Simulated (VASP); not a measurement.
Set up this calculation in VASP 6.6.1, as the native input.

- Task: single point
- Functional: PBE
- Potentials or basis: VASP PAW PBE potentials, release 64 (Li_sv)
- Cutoff: 520 eV
- k mesh: 8 × 8 × 8
- Occupations: gaussian, width 0.1 eV
- Spin: no spin polarisation
- Dipole correction: no
- Further INCAR settings: ALGO = Fast; EDIFF = 1e-06; NBANDS = 14

The structure of Li lies in POSCAR:

```
Li
1.0
    4.4613001714      0.0148332863      0.0175950393
    0.0148332863      4.4734607935     -0.0057016836
    0.0175950393     -0.0057016836      4.5008110572
Li
4
Direct
    0.8527740163      0.1186320436      0.6009687696
    0.4219723840      0.3932998706      0.3741886033
    0.1142790837      0.6135606994      0.8828114598
    0.6109745160      0.8745051414      0.1420311672
```

This cell differs from its parent crystal: atoms moved at random and the cell strained at random.

One way to write it, as run:

INCAR

```
PREC = Accurate
ENCUT = 520
EDIFF = 1E-6
ISMEAR = 0
SIGMA = 0.1
LREAL = False
LASPH = True
NELM = 60
ALGO = Fast
ISIF = 2
LWAVE = False
LCHARG = False
GGA = PE
NBANDS = 14
```

KPOINTS

```
Automatic mesh
0
Gamma
  8 8 8
```

Potentials or basis: VASP PAW PBE potentials, release 64 (Li_sv).

Command:

```sh
$ cat potpaw_PBE.64/Li_sv/POTCAR > POTCAR
$ mpirun -np 1 vasp_std > vasp.out
```

It gave:

```
Largest force          : 0.528 eV/Å
Band gap on the k mesh : zero (bands 6 and 7 overlap by 2.21 eV)
```

Caveat: the cell differs from its parent crystal (atoms moved at random and the cell strained at random).

It took 2.2 min on 1 thread of Intel(R) Xeon(R) 6975P-C (Granite Rapids) (shared host), peak memory 0.35 GiB.
